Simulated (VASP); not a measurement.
# TiO2 (P4_2/mnm) in VASP: a series of runs, part 2 of 2

VASP 6.6.1. The steps go on from the part before.

### Step 3. Relaxation of cell and atoms, r2SCAN, target pressure 10 GPa, at which the enthalpy is minimised

POSCAR reads:

```
TiO2
1.0
    4.5969450695      0.0000000000      0.0000000000
    0.0000000000      4.5969450695      0.0000000000
    0.0000000000      0.0000000000      2.9535431401
Ti O
2 4
Direct
    0.0000000000      0.0000000000      0.0000000000
    0.5000000000      0.5000000000      0.5000000000
    0.3046314432      0.3046314432      0.0000000000
    0.1953685568      0.8046314432      0.5000000000
    0.6953685568      0.6953685568      0.0000000000
    0.8046314432      0.1953685568      0.5000000000
```

INCAR.step1 reads:

```
SYSTEM = TiO2
ALGO = Normal
EDIFF = 1E-4
ENCUT = 600
GGA = PE
ISMEAR = 0
LASPH = .True.
LCHARG = .False.
LREAL = .False.
LWAVE = .True.
NELM = 60
PREC = Accurate
SIGMA = 0.01
```

INCAR.step2 reads:

```
SYSTEM = TiO2
ALGO = Normal
EDIFF = 1E-6
EDIFFG = -0.002
ENCUT = 600
IBRION = 2
ISIF = 3
ISMEAR = 0
ISTART = 1
LASPH = .True.
LCHARG = .False.
LMIXTAU = .True.
LREAL = .False.
LWAVE = .False.
METAGGA = R2SCAN
NELM = 60
NSW = 100
PREC = Accurate
PSTRESS = 100.0
SIGMA = 0.01
```

KPOINTS reads:

```
k-points
0
Gamma
  4 4 6
  0 0 0
```

Potentials or basis: VASP PAW PBE potentials, release 64 (Ti_sv, O).

The run is started by

```console
cat potpaw_PBE.64/Ti_sv/POTCAR potpaw_PBE.64/O/POTCAR > POTCAR
cp INCAR.step1 INCAR
mpirun -np 1 vasp_std > vasp.out
cp INCAR.step2 INCAR
mpirun -np 1 vasp_std > vasp.out
```

OUTCAR:

```text
SYSTEM = TiO2
   EDIFF = 1E-6
   EDIFFG = -0.002
   ENCUT = 600
   IBRION = 2
   ISIF = 3
   ISMEAR = 0
   ISTART = 1
   LASPH = .True.
   LREAL = .False.
   METAGGA = R2SCAN
   NELM = 60
   NSW = 100
   PREC = Accurate
   PSTRESS = 100.0

 ion  position               nearest neighbor table
   1  0.000  0.000  0.000-   4 1.95   6 1.95   4 1.95   6 1.95   5 1.98   3 1.98
   2  0.500  0.500  0.500-   3 1.95   5 1.95   3 1.95   5 1.95   4 1.98   6 1.98
   3  0.305  0.305  0.000-   2 1.95   2 1.95   1 1.98
   4  0.195  0.805  0.500-   1 1.95   1 1.95   2 1.98
   5  0.695  0.695  0.000-   2 1.95   2 1.95   1 1.98
   6  0.805  0.195  0.500-   1 1.95   1 1.95   2 1.98

  LATTYP: Found a simple tetragonal cell.
 ALAT       =     4.5969450695
 C/A-ratio  =     0.6425012906

  Lattice vectors:

 A1 = (   4.5969450695,   0.0000000000,   0.0000000000)
 A2 = (   0.0000000000,   4.5969450695,   0.0000000000)
 A3 = (   0.0000000000,   0.0000000000,   2.9535431401)

Analysis of symmetry for initial positions (statically):
=====================================================================
 Subroutine PRICEL returns:
 Original cell was already a primitive cell.

 Routine SETGRP: Setting up the symmetry group for a
 simple tetragonal supercell.

 Subroutine GETGRP returns: Found 16 space group operations
 (whereof  8 operations were pure point group operations)
 out of a pool of 16 trial point group operations.

The static configuration has the point symmetry D_2h.
 The point group associated with its full space group is D_4h.

Analysis of symmetry for dynamics (positions and initial velocities):
=====================================================================
 Subroutine PRICEL returns:
 Original cell was already a primitive cell.

 Routine SETGRP: Setting up the symmetry group for a
 simple tetragonal supercell.

 Subroutine GETGRP returns: Found 16 space group operations
 (whereof  8 operations were pure point group operations)
 out of a pool of 16 trial point group operations.

The dynamic configuration has the point symmetry D_2h.
[... 125 lines left out ...]
   IMIX   =      4    mixing-type and parameters
     AMIX     =   0.40;   BMIX     =  1.00
     AMIX_MAG =   1.60;   BMIX_MAG =  1.00
  volume/ion in A,a.u.               =      10.40        70.20
  Fermi-wavevector in a.u.,A,eV,Ry     =   1.499896  2.834393 30.608880  2.249689
  Thomas-Fermi vector in A             =   2.611467
   LORBIT       =      0    0 simple, 1 ext, 2 COOP (PROOUT), +10 PAW based schemes
   METAGGA = R2SCAN    functional components
   LHFCALC =     F    Hartree Fock is set to
   AEXX    =    0.0000 exact exchange contribution
   IVDW    =     0    specifies the selected vdW correction
   LEPSILON=     F    determine dielectric tensor
   LRPA    =     F    only Hartree local field effects (RPA)
 conjugate gradient relaxation of ions
 non-spin polarized calculation
 Gauss-broadening in eV      SIGMA  =   0.01
  energy-cutoff  :      600.00
  volume of cell :       62.41
 maximum number of plane-waves:      2104
 NGX is ok and might be reduce to    40
   NGX = 19   NGY = 19   NGZ = 11

--------------------------------------- Ionic step        1  -------------------------------------------

 number of electron      47.9999988 magnetization

 Free energy of the ion-electron system (eV)
  ---------------------------------------------------
  ext. energy  EPLUGINS =         0.00000000
  ---------------------------------------------------
  free energy    TOTEN  =       -69.80552713 eV

  energy without entropy =      -69.80552713  energy(sigma->0) =      -69.80552713

------------------------ aborting loop because EDIFF is reached ----------------------------------------

  FORCE on cell =-STRESS in cart. coord.  units (eV):
  Direction    XX          YY          ZZ          XY          YZ          ZX
  --------------------------------------------------------------------------------------
  -------------------------------------------------------------------------------------
  Total        0.3125794      0.3125794      0.5981108      0.0000000      0.0000000      0.0000000
  in kB        8.0239644      8.0239644     15.3536020      0.0000000      0.0000000      0.0000000
  external PRESSURE =     -89.5328231 kB  Pullay stress =     100.0000000 kB
[... 109 lines left out ...]
  energy  without entropy=      -69.7385133681  energy(sigma->0) =      -69.73851337

  enthalpy is  TOTEN    =       -65.9692085560 eV   P V=        3.7693048121

[... ionic steps 4 to 13 ...]

--------------------------------------- Ionic step       14  -------------------------------------------

 number of electron      47.9999996 magnetization

------------------------ aborting loop because EDIFF is reached ----------------------------------------
[... 79 lines left out ...]
--------------------------------------- Ionic step       16  -------------------------------------------

 number of electron      47.9999996 magnetization

 Free energy of the ion-electron system (eV)
  ---------------------------------------------------
  ext. energy  EPLUGINS =         0.00000000
  ---------------------------------------------------
  free energy    TOTEN  =       -69.73367714 eV

  energy without entropy =      -69.73367714  energy(sigma->0) =      -69.73367714

 E-fermi :   5.1457     XC(G=0): -12.3686

 val. band max:        4.9673832746   @ k =   0.0000   0.0000   0.0000
 cond. band min:       7.2349820187   @ k =   0.0000   0.0000   0.0000
 fundamental gap:      2.2675987441
 Fermi energy:         5.1457286019

 k-point     1 :       0.0000    0.0000    0.0000
  band No.  band energies     occupation
      1     -54.0959      2.00000
      2     -54.0738      2.00000
      3     -29.4038      2.00000
      4     -29.4038      2.00000
      5     -29.1978      2.00000
      6     -29.1978      2.00000
[... 770 lines left out ...]
  energy  without entropy=      -69.7336771361  energy(sigma->0) =      -69.73367714

  enthalpy is  TOTEN    =       -65.9751265020 eV   P V=        3.7585506341

 reached required accuracy - stopping structural energy minimisation
```

OUTCAR.step1:

```text
SYSTEM = TiO2
   EDIFF = 1E-4
   ENCUT = 600
   GGA = PE
   ISMEAR = 0
   LASPH = .True.
   LREAL = .False.
   NELM = 60
[... 979 lines left out ...]
      0.89810      3.69885      1.47677         0.053496     -0.053496     -0.000000
      3.19657      3.19657      0.00000         0.053496      0.053496      0.000000
      3.69885      0.89810      1.47677        -0.053496      0.053496      0.000000
 -----------------------------------------------------------------------------------
    total drift:                               -0.000000     -0.000000     -0.000000

  FREE ENERGIE OF THE ION-ELECTRON SYSTEM (eV)
  ---------------------------------------------------
  free  energy   TOTEN  =       -53.6527316134 eV

  energy  without entropy=      -53.6527316134  energy(sigma->0) =      -53.65273161
```

OSZICAR.step1:

```text
N       E                     dE             d eps       ncg     rms          rms(c)
DAV:   1     0.723550025142E+03    0.72355E+03   -0.27236E+04  1344   0.222E+03
DAV:   2     0.685640961963E+02   -0.65499E+03   -0.63549E+03  1412   0.615E+02
DAV:   3    -0.649289741142E+02   -0.13349E+03   -0.12944E+03  2104   0.229E+02
DAV:   4    -0.708742852372E+02   -0.59453E+01   -0.59348E+01  1808   0.534E+01
DAV:   5    -0.711176335281E+02   -0.24335E+00   -0.24328E+00  1936   0.894E+00    0.315E+01
DAV:   6    -0.541367823268E+02    0.16981E+02   -0.11882E+02  1628   0.104E+02    0.117E+01
DAV:   7    -0.537834598105E+02    0.35332E+00   -0.17144E+01  1712   0.330E+01    0.771E+00
DAV:   8    -0.539127907897E+02   -0.12933E+00   -0.52005E+00  1664   0.209E+01    0.484E+00
DAV:   9    -0.536445578973E+02    0.26823E+00   -0.24052E+00  1644   0.135E+01    0.118E+00
DAV:  10    -0.536523422334E+02   -0.77843E-02   -0.11379E-01  1692   0.273E+00    0.185E-01
DAV:  11    -0.536527618530E+02   -0.41962E-03   -0.58897E-03  1880   0.510E-01    0.904E-02
DAV:  12    -0.536527316134E+02    0.30240E-04   -0.45372E-04  1644   0.156E-01
   1 F= -.53652732E+02 E0= -.53652732E+02  d E =-.517228E-19
```

It took 15 min on 1 thread of AMD EPYC 9R45 (Zen 5), shared host; peak memory 0.2 GiB.

Results:

```yaml
Free_energy: -69.7337 eV
Relaxed_volume: 10.04 Å³/atom
Relaxed_cell: a = 4.528 Å, b = 4.528 Å, c = 2.937 Å, α = 90.00°, β = 90.00°, γ = 90.00°
Space_group_after_relaxing_to_0.1_Å: P4_2/mnm (No. 136)
Energy_change_on_relaxing_the_run_minimises_the_enthalpy: +12.0 meV/atom
Ionic_steps: 16
Pressure_after_relaxing: 10.0 GPa
Band_gap_on_the_k_mesh: 2.27 eV
```

Step by step:
```tsv
step	energy change (eV)	largest force (eV/Å)	pressure (GPa)	volume (Å³)
1	0.0000	0.0320	1.05	62.41
2	0.4106	0.4615	26.78	57.31
3	0.0670	0.1920	9.95	60.39
4	0.0695	0.1953	10.14	60.35
5	0.0739	0.0176	10.15	60.19
6	0.0737	0.0135	10.15	60.19
7	0.0691	0.0044	9.79	60.26
8	0.0706	0.0081	9.93	60.24
9	0.0704	0.0074	9.94	60.24
10	0.0698	0.0065	9.86	60.25
11	0.0702	0.0068	9.90	60.25
12	0.0703	0.0074	9.87	60.24
13	0.0717	0.0075	10.01	60.22
14	0.0712	0.0024	9.96	60.23
15	0.0722	0.0004	10.03	60.21
16	0.0719	0.0017	9.99	60.22
```

Final structure:
```yaml
crystal:
  lattice:
    - [4.52823, 0.00000, 0.00000]
    - [0.00000, 4.52823, 0.00000]
    - [0.00000, 0.00000, 2.93680]
  atoms:
    - { symbol: Ti, position: [0.00000, 0.00000, 0.00000] }
    - { symbol: Ti, position: [0.50000, 0.50000, 0.50000] }
    - { symbol: O, position: [0.30338, 0.30338, 0.00000] }
    - { symbol: O, position: [0.19662, 0.80338, 0.50000] }
    - { symbol: O, position: [0.69662, 0.69662, 0.00000] }
    - { symbol: O, position: [0.80338, 0.19662, 0.50000] }
```

Caveat: the cell is relaxed towards a set pressure, so the run minimises the enthalpy, not the energy; the PAW data sets were made with another functional, which shifts forces and pressure a little. A k mesh can miss the band edges.

### Step 4. Relaxation of cell and atoms, r2SCAN, target pressure 15 GPa, at which the enthalpy is minimised

POSCAR is that of step 3.

INCAR.step1 reads:

```
ALGO = Normal
EDIFF = 1E-4
ENCUT = 600
GGA = PE
ISMEAR = 0
LASPH = T
LCHARG = F
LREAL = F
LWAVE = T
NELM = 60
PREC = Accurate
SIGMA = 0.01
```

INCAR.step2 reads:

```
ALGO = Normal
EDIFF = 1E-6
EDIFFG = -0.002
ENCUT = 600
IBRION = 2
ISIF = 3
ISMEAR = 0
ISTART = 1
LASPH = T
LCHARG = F
LMIXTAU = T
LREAL = F
LWAVE = F
METAGGA = R2SCAN
NELM = 60
NSW = 100
PREC = Accurate
PSTRESS = 150.0
SIGMA = 0.01
```

KPOINTS reads:

```
k-points
0
Gamma
  4 4 6
```

The run is started by

```console
cat potpaw_PBE.64/Ti_sv/POTCAR potpaw_PBE.64/O/POTCAR > POTCAR
cp INCAR.step1 INCAR
mpirun -np 1 vasp_std > vasp.out
cp INCAR.step2 INCAR
mpirun -np 1 vasp_std > vasp.out
```

Run time: 12 min. Hardware: 1 thread of AMD EPYC 9R45 (Zen 5), shared host; peak memory 0.2 GiB.

It converged, with:

```
Free energy                                                : -69.6538 eV
Relaxed volume                                             : 9.87 Å³/atom
Relaxed cell                                               : a = 4.498 Å, b = 4.498 Å, c = 2.926 Å, α = 90.00°, β = 90.00°, γ = 90.00°
Space group after relaxing (to 0.1 Å)                      : P4_2/mnm (No. 136)
Energy change on relaxing (the run minimises the enthalpy) : +25.3 meV/atom
Ionic steps                                                : 11
Pressure after relaxing                                    : 15.0 GPa
Band gap on the k mesh                                     : 2.30 eV
```

Step by step:
| step | energy change (eV) | largest force (eV/Å) | pressure (GPa) | volume (Å³) |
| --- | --- | --- | --- | --- |
| 1 | 0.0000 | 0.0320 | 1.05 | 62.41 |
| 2 | 1.0235 | 0.7723 | 46.01 | 54.58 |
| 3 | 0.1396 | 0.2813 | 14.72 | 59.45 |
| 4 | 0.1454 | 0.2871 | 15.03 | 59.38 |
| 5 | 0.1559 | 0.0480 | 15.14 | 59.15 |
| 6 | 0.1542 | 0.0224 | 15.13 | 59.17 |
| 7 | 0.1486 | 0.0083 | 14.82 | 59.22 |
| 8 | 0.1490 | 0.0095 | 14.83 | 59.22 |
| 9 | 0.1541 | 0.0118 | 15.13 | 59.17 |
| 10 | 0.1520 | 0.0029 | 15.01 | 59.19 |
| 11 | 0.1517 | 0.0019 | 15.02 | 59.19 |

Final structure:
```cif
data_structure
_symmetry_space_group_name_H-M 'P 1'
_symmetry_Int_Tables_number 1
_cell_length_a 4.4977
_cell_length_b 4.4977
_cell_length_c 2.9259
_cell_angle_alpha 90.000
_cell_angle_beta 90.000
_cell_angle_gamma 90.000
_cell_volume 59.19
loop_
_atom_site_label
_atom_site_type_symbol
_atom_site_fract_x
_atom_site_fract_y
_atom_site_fract_z
_atom_site_occupancy
Ti1 Ti 0.00000 0.00000 0.00000 1
Ti2 Ti 0.50000 0.50000 0.50000 1
O1 O 0.30298 0.30298 0.00000 1
O2 O 0.19702 0.80298 0.50000 1
O3 O 0.69702 0.69702 0.00000 1
O4 O 0.80298 0.19702 0.50000 1
```

Levels at points of the mesh, in eV from the valence-band top:
```tsv
k point	band 21	band 22	band 23	band 24	band 25	band 26	band 27	band 28
(0.00, 0.00, 0.00)	-0.82	-0.53	-0.53	0.00	2.30	2.63	2.85	2.98
(0.50, 0.00, 0.00)	-1.87	-1.87	-0.84	-0.84	3.05	3.05	3.62	3.62
(0.50, 0.50, 0.00)	-1.49	-1.49	-1.19	-1.19	2.34	2.34	3.01	3.01
(0.00, 0.00, 0.50)	-2.71	-2.71	-1.53	-1.53	3.56	3.56	3.73	3.73
(0.50, 0.00, 0.50)	-2.19	-2.19	-1.20	-1.20	2.38	2.38	3.76	3.76
(0.50, 0.50, 0.50)	-1.49	-1.49	-0.72	-0.72	3.13	3.13	3.76	3.76
```

Caveat: the cell is relaxed towards a set pressure, so the run minimises the enthalpy, not the energy; the PAW data sets were made with another functional, which shifts forces and pressure a little.

### Step 5. Summary

```csv
cell,gap on the mesh (eV),pressure (GPa)
relaxed to 7 GPa,2.25,7.0
relaxed to 10 GPa,2.27,10.0
relaxed to 15 GPa,2.30,15.0
```

Alike in all rows: task relaxation of cell and atoms; level r2SCAN; potentials or basis VASP PAW PBE potentials, release 64 (Ti_sv, O); no spin polarisation; k mesh 4 × 4 × 6; cutoff (eV) 600; smearing gaussian 0.01 eV.

Caveats: the cell is relaxed towards a set pressure, so the run minimises the enthalpy, not the energy; the PAW data sets were made with another functional, which shifts forces and pressure a little.

Absolute energies hang on the potentials; compare differences alone.
